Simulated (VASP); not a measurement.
Runs of VASP 6.6.1 on Be5H. The structure is that of space group I4/mmm (No. 139), or close to it. The cells are those of the table. The cell was built from a structure type or drawn by symmetry, and may not be a known phase.

```tsv
task	cell	k mesh	cutoff (eV)	gap on the mesh (eV)	pressure (GPa)	relaxed volume (Å³/atom)
single point	a = 4.878 Å, angles 134.3, 134.3, 66.6°, 6 atoms	14 × 14 × 14	520	none	0.0	-
relaxation of cell and atoms	relaxed from a = 4.048 Å, angles 123.6, 123.6, 83.9°, 6 atoms	6 × 6 × 6	600	none	0.0	9.74
single point	a = 4.874 Å, angles 134.2, 134.2, 66.7°, 6 atoms	6 × 6 × 6	520	none	0.0	-
single point	a = 4.048 Å, angles 123.6, 123.6, 83.9°, 6 atoms	6 × 6 × 6	520	none	(a)	-
relaxation of cell and atoms	relaxed from a = 4.874 Å, angles 134.2, 134.2, 66.7°, 6 atoms	14 × 14 × 14	600	none	0.0	9.75
```

Alike in all rows: level PBE; potentials or basis VASP PAW PBE potentials, release 64 (Be, H); no spin polarisation; smearing gaussian 0.1 eV.

Fill in the values left out.

(a) 56.7.

Caveats: the volume moved by over 15 % at a fixed basis, so the end points are rough (at least some runs); the cell stands under pressure (at least some runs).

A gap of «none» marks levels without a gap at the run's occupations.
